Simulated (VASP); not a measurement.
# In2O (antifluorite type) (Fm-3m) in VASP: further runs

In2O (antifluorite type) is run at these levels: PBE; tasks: single point.

Program: VASP 6.6.1. These are calculated values, not measurements. Logs are shortened: lines on timing, memory, paths and dates and some standing lists are left out, and cuts for length are marked.

### 1 The cell of the first run

Symmetry: Fm-3m, No. 225, cubic system. The conventional cell has a = 6.281 Å, b = 6.281 Å, c = 6.281 Å, α = 90.00°, β = 90.00°, γ = 90.00°. In (site symmetry -43m) has 4 O at 2.72 Å and 6 In at 3.14 Å within 3.6 Å. O (site symmetry m-3m) has 8 In at 2.72 Å within 3.6 Å.

### 2 Single point, PBE

Input file INCAR:

```
  PREC = Accurate
  ENCUT = 520
  EDIFF = 1E-6
  ISMEAR = -1
  SIGMA = 0.06122561905347299
  LREAL = F
  LASPH = T
  NELM = 100
  ALGO = Normal
  ISIF = 2
  LWAVE = F
  LCHARG = T
  GGA = PE
  LELF = T
  LVHAR = T
  NBANDS = 23
```

Input file KPOINTS:

```
regular mesh
0
Gamma
  10 10 10
```

Input file POSCAR:

```
In2O
1.0
    0.0000000000      3.1404203270      3.1404203270
    3.1404203270      0.0000000000      3.1404203270
    3.1404203270      3.1404203270      0.0000000000
In O
2 1
Direct
    0.2500000000      0.2500000000      0.2500000000
    0.7500000000      0.7500000000      0.7500000000
    0.0000000000      0.0000000000      0.0000000000
```

Potentials or basis: VASP PAW PBE potentials, release 64 (In_d, O).

Launch:

```sh
cat potpaw_PBE.64/In_d/POTCAR potpaw_PBE.64/O/POTCAR > POTCAR
mpirun -np 1 vasp_std > vasp.out
```

OUTCAR:

```text
PREC = Accurate
   ENCUT = 520
   EDIFF = 1E-6
   ISMEAR = -1
   LREAL = F
   LASPH = T
   NELM = 100
   ISIF = 2
   GGA = PE

 ion  position               nearest neighbor table
   1  0.250  0.250  0.250-   3 2.72   3 2.72   3 2.72   3 2.72   2 3.14   2 3.14   2 3.14   2 3.14
                             2 3.14   2 3.14
   2  0.750  0.750  0.750-   3 2.72   3 2.72   3 2.72   3 2.72   1 3.14   1 3.14   1 3.14   1 3.14
                             1 3.14   1 3.14
   3  0.000  0.000  0.000-   2 2.72   2 2.72   2 2.72   1 2.72   1 2.72   1 2.72   2 2.72   1 2.72

  LATTYP: Found a face centered cubic cell.
 ALAT       =     6.2808406540

  Lattice vectors:

 A1 = (   0.0000000000,   3.1404203270,   3.1404203270)
 A2 = (   3.1404203270,   0.0000000000,   3.1404203270)
 A3 = (   3.1404203270,   3.1404203270,   0.0000000000)

Analysis of symmetry for initial positions (statically):
=====================================================================
 Subroutine PRICEL returns:
 Original cell was already a primitive cell.

 Routine SETGRP: Setting up the symmetry group for a
 face centered cubic supercell.

 Subroutine GETGRP returns: Found 48 space group operations
 (whereof 48 operations were pure point group operations)
 out of a pool of 48 trial point group operations.

The static configuration has the point symmetry O_h .

Analysis of symmetry for dynamics (positions and initial velocities):
=====================================================================
 Subroutine PRICEL returns:
 Original cell was already a primitive cell.

 Routine SETGRP: Setting up the symmetry group for a
 face centered cubic supercell.

 Subroutine GETGRP returns: Found 48 space group operations
 (whereof 48 operations were pure point group operations)
 out of a pool of 48 trial point group operations.

The dynamic configuration has the point symmetry O_h .

 Subroutine INISYM returns: Found 48 space group operations
 (whereof 48 operations are pure point group operations),
 and found     1 'primitive' translations

----------------------------------------------------------------------------------------

                                     Primitive cell

  volume of cell :      61.9432

  direct lattice vectors                    reciprocal lattice vectors
     0.000000000  3.140420327  3.140420327    -0.159214356  0.159214356  0.159214356
     3.140420327  0.000000000  3.140420327     0.159214356 -0.159214356  0.159214356
     3.140420327  3.140420327  0.000000000     0.159214356  0.159214356 -0.159214356

  length of vectors
     4.441225018  4.441225018  4.441225018     0.275767354  0.275767354  0.275767354

  position of ions in fractional coordinates (direct lattice)
     0.250000000  0.250000000  0.250000000
     0.750000000  0.750000000  0.750000000
     0.000000000  0.000000000  0.000000000

  ion indices of the primitive-cell ions
   primitive index   ion index
                 1           1
                 2           2
                 3           3

----------------------------------------------------------------------------------------

 KPOINTS: regular mesh

Automatic generation of k-mesh.
 Grid dimensions read from file:
 generate k-points for:   10   10   10

 Generating k-lattice:

  Cartesian coordinates                     Fractional coordinates (reciprocal lattice)
    -0.015921436  0.015921436  0.015921436     0.100000000  0.000000000  0.000000000
     0.015921436 -0.015921436  0.015921436     0.000000000  0.100000000  0.000000000
     0.015921436  0.015921436 -0.015921436     0.000000000  0.000000000  0.100000000

  Length of vectors
     0.027576735  0.027576735  0.027576735

  Shift w.r.t. Gamma in fractional coordinates (k-lattice)
     0.000000000  0.000000000  0.000000000

 Subroutine IBZKPT returns following result:
 ===========================================

 Found     47 irreducible k-points:

 Following reciprocal coordinates:
            Coordinates               Weight
  0.000000  0.000000  0.000000      1.000000
  0.100000  0.000000  0.000000      8.000000
  0.200000  0.000000  0.000000      8.000000
  0.300000  0.000000  0.000000      8.000000
  0.400000  0.000000  0.000000      8.000000
  0.500000  0.000000  0.000000      4.000000
[... 16 lines left out ...]
  0.300000  0.300000  0.000000      6.000000
  0.400000  0.300000  0.000000     24.000000
 [... further k-points ...]
   k-points           NKPTS =     47   k-points in BZ     NKDIM =     47   number of bands    NBANDS=     23
   number of dos      NEDOS =    301   number of ions     NIONS =      3
   total plane-waves  NPLWV =  46656
   dimension x,y,z NGX =    36 NGY =   36 NGZ =   36
   dimension x,y,z NGXF=    72 NGYF=   72 NGZF=   72
   ions per type =               2   1
   NGX,Y,Z   is equivalent  to a cutoff of  13.48, 13.48, 13.48 a.u.
   NGXF,Y,Z  is equivalent  to a cutoff of  26.95, 26.95, 26.95 a.u.
 SYSTEM =  unknown system
   PREC   = accura    normal or accurate (medium, high low for compatibility)
   ISTART =      0    job   : 0-new  1-cont  2-samecut
   ICHARG =      2    charge: 1-file 2-atom 10-const
   ISPIN  =      1    spin polarized calculation?
   LNONCOLLINEAR =      F non collinear calculations
   LSORBIT =      F    spin-orbit coupling
   LASPH  =      T    aspherical Exc in radial PAW
   ENCUT  =  520.0 eV  38.22 Ry    6.18 a.u.   8.26  8.26  8.26*2*pi/ulx,y,z
   NELM   =    100;   NELMIN=  2; NELMDL= -5     # of ELM steps
   EDIFF  = 0.1E-05   stopping-criterion for ELM
   LREAL  =      F    real-space projection
   EDIFFG = 0.1E-04   stopping-criterion for IOM
   NSW    =      0    number of steps for IOM
   IBRION =     -1    ionic relax: 0-MD 1-quasi-New 2-CG
   NFREE  =      0    steps in history (QN), initial steepest desc. (CG)
   ISIF   =      2    stress and relaxation
   ISYM   =      2    0-nonsym 1-usesym 2-fastsym
   POTIM  = 0.5000    time-step for ionic-motion
   TEBEG  =    0.0;   TEEND  =   0.0 temperature during run
   PSTRESS=    0.0 pullay stress
   NELECT =      32.0000    total number of electrons
   NUPDOWN=      -1.0000    fix difference up-down
   EMIN   =  10.00;   EMAX   =-10.00  energy-range for DOS
   EFERMI =   0.00;   METHOD = LEGACY
   ISMEAR =    -1;   SIGMA  =   0.06  broadening in eV -4-tet -1-fermi 0-gaus
   EFERMI_NEDOS =   21; number of points for ismear=-14 and -15
   IALGO  =     38    algorithm
   IMIX   =      4    mixing-type and parameters
     AMIX     =   0.40;   BMIX     =  1.00
     AMIX_MAG =   1.60;   BMIX_MAG =  1.00
  volume/ion in A,a.u.               =      20.65       139.34
  Fermi-wavevector in a.u.,A,eV,Ry     =   1.313592  2.482328 23.477166  1.725523
  Thomas-Fermi vector in A             =   2.443904
   LORBIT       =      0    0 simple, 1 ext, 2 COOP (PROOUT), +10 PAW based schemes
   GGA     = PE    functional components
   LHFCALC =     F    Hartree Fock is set to
   AEXX    =    0.0000 exact exchange contribution
   IVDW    =     0    specifies the selected vdW correction
   LEPSILON=     F    determine dielectric tensor
   LRPA    =     F    only Hartree local field effects (RPA)
 non-spin polarized calculation
  energy-cutoff  :      520.00
  volume of cell :       61.94
 maximum number of plane-waves:      1695
 NGX is ok and might be reduce to    36
   NGX = 17   NGY = 17   NGZ = 17

 number of electron      32.0000005 magnetization

 Free energy of the ion-electron system (eV)
  ---------------------------------------------------
  ext. energy  EPLUGINS =         0.00000000
  ---------------------------------------------------
  free energy    TOTEN  =       -10.57317177 eV

  energy without entropy =      -10.55809654  energy(sigma->0) =      -10.56563415

 E-fermi :   6.4400     XC(G=0): -10.1291

 val. band max:        6.4259717832   @ k =  -0.4000   0.5000   0.1000
 cond. band min:       6.4553153824   @ k =  -0.1000   0.1000   0.0000
 fundamental gap:      0.0293435992
 Fermi energy:         6.4400148042

 k-point     1 :       0.0000    0.0000    0.0000
  band No.  band energies     occupation
      1     -10.8303      2.00000
      2      -8.2945      2.00000
      3      -8.2945      2.00000
      4      -8.0943      2.00000
      5      -8.0943      2.00000
      6      -8.0943      2.00000
[... 15 lines left out ...]
     22      13.2996      0.00000
     23      15.5333      0.00000

 k-point     2 :       0.1000    0.0000    0.0000
  band No.  band energies     occupation
      1     -10.8254      2.00000
      2      -8.2780      2.00000
      3      -8.2780      2.00000
      4      -8.0831      2.00000
      5      -8.0831      2.00000
      6      -8.0701      2.00000
[... 15 lines left out ...]
     22      12.9647      0.00000
     23      16.2452      0.00000

 k-point     3 :       0.2000    0.0000    0.0000
  band No.  band energies     occupation
      1     -10.8131      2.00000
      2      -8.2295      2.00000
      3      -8.2295      2.00000
      4      -8.0513      2.00000
      5      -8.0513      2.00000
      6      -8.0062      2.00000
[... 15 lines left out ...]
     22      12.9248      0.00000
     23      16.7407      0.00000

 k-point     4 :       0.3000    0.0000    0.0000
  band No.  band energies     occupation
      1     -10.7985      2.00000
      2      -8.1525      2.00000
      3      -8.1525      2.00000
      4      -8.0035      2.00000
      5      -8.0035      2.00000
      6      -7.9329      2.00000
[... 15 lines left out ...]
     22      13.3077      0.00000
     23      16.9230      0.00000

 k-point     5 :       0.4000    0.0000    0.0000
  band No.  band energies     occupation
      1     -10.7874      2.00000
      2      -8.0531      2.00000
      3      -8.0531      2.00000
      4      -7.9473      2.00000
      5      -7.9473      2.00000
      6      -7.8949      2.00000
[... 15 lines left out ...]
     22      13.1584      0.00000
     23      17.6911      0.00000

 k-point     6 :       0.5000    0.0000    0.0000
  band No.  band energies     occupation
      1     -10.7833      2.00000
      2      -7.9470      2.00000
      3      -7.9470      2.00000
      4      -7.9398      2.00000
      5      -7.9398      2.00000
      6      -7.8894      2.00000
[... 15 lines left out ...]
     22      12.9892      0.00000
     23      17.8358      0.00000

 k-point     7 :       0.1000    0.1000    0.0000
  band No.  band energies     occupation
      1     -10.8240      2.00000
      2      -8.2910      2.00000
      3      -8.2552      2.00000
      4      -8.0779      2.00000
      5      -8.0716      2.00000
      6      -8.0716      2.00000
[... 353 lines left out ...]
     22      15.3350      0.00000
     23      16.3786      0.00000

 k-point    21 :      -0.3000    0.2000    0.0000
  band No.  band energies     occupation
      1     -10.7847      2.00000
      2      -8.1625      2.00000
      3      -7.9818      2.00000
      4      -7.9499      2.00000
      5      -7.9334      2.00000
      6      -7.9220      2.00000
[... 15 lines left out ...]
     22      15.5732      0.00000
     23      16.1187      0.00000

 k-point    22 :      -0.2000    0.2000    0.0000
  band No.  band energies     occupation
      1     -10.7945      2.00000
      2      -8.2093      2.00000
      3      -8.0638      2.00000
      4      -8.0177      2.00000
      5      -7.9399      2.00000
      6      -7.9393      2.00000
[... 15 lines left out ...]
     22      15.4336      0.00000
     23      15.7053      0.00000

 k-point    23 :       0.3000    0.3000    0.0000
  band No.  band energies     occupation
      1     -10.7918      2.00000
      2      -8.2705      2.00000
      3      -8.0327      2.00000
      4      -7.9660      2.00000
      5      -7.9349      2.00000
      6      -7.9349      2.00000
[... 15 lines left out ...]
     22      15.3554      0.00000
     23      15.3554      0.00000

 k-point    24 :       0.4000    0.3000    0.0000
  band No.  band energies     occupation
      1     -10.7842      2.00000
      2      -8.2499      2.00000
      3      -7.9734      2.00000
      4      -7.9665      2.00000
      5      -7.9465      2.00000
      6      -7.8963      2.00000
[... 15 lines left out ...]
     22      15.2352      0.00000
     23      16.1958      0.00000

 [... further k-points ...]
[... 5 lines left out ...]
  --------------------------------------------------------------------------------------
  -------------------------------------------------------------------------------------
  Total        1.1885295      1.1885295      1.1885295     -0.0000000     -0.0000000     -0.0000000
  in kB       30.7416523     30.7416523     30.7416523     -0.0000000     -0.0000000     -0.0000000
  external PRESSURE =      30.7416523 kB  Pullay stress =       0.0000000 kB

 VOLUME and BASIS-vectors are now :
 -----------------------------------------------------------------------------
  energy-cutoff  :      520.00
  volume of cell :       61.94
      direct lattice vectors                 reciprocal lattice vectors
     0.000000000  3.140420327  3.140420327    -0.159214356  0.159214356  0.159214356
     3.140420327  0.000000000  3.140420327     0.159214356 -0.159214356  0.159214356
     3.140420327  3.140420327  0.000000000     0.159214356  0.159214356 -0.159214356

 POSITION                                       TOTAL-FORCE (eV/Angst)
 -----------------------------------------------------------------------------------
      1.57021      1.57021      1.57021         0.000000      0.000000      0.000000
      4.71063      4.71063      4.71063        -0.000000     -0.000000     -0.000000
      0.00000      0.00000      0.00000        -0.000000     -0.000000     -0.000000
 -----------------------------------------------------------------------------------
    total drift:                                0.000000      0.000000      0.000000

  FREE ENERGIE OF THE ION-ELECTRON SYSTEM (eV)
  ---------------------------------------------------
  free  energy   TOTEN  =       -10.5731717714 eV

  energy  without entropy=      -10.5580965375  energy(sigma->0) =      -10.56563415
```

Run time: 2.4 min. Hardware: 1 thread of Intel Xeon 8259CL, shared host; peak memory 0.23 GiB.

What came out:

| Item | Value |
| --- | --- |
| Free energy | -10.5732 eV |
| Pressure | 3.1 GPa |
| Band gap on the k mesh | zero (bands 16 and 17 overlap by 2.14 eV) |

Caveat: the cell stands under pressure; spin-orbit coupling is left out, which moves the levels of the heavy elements.

(Continued in part 2 of 2.)
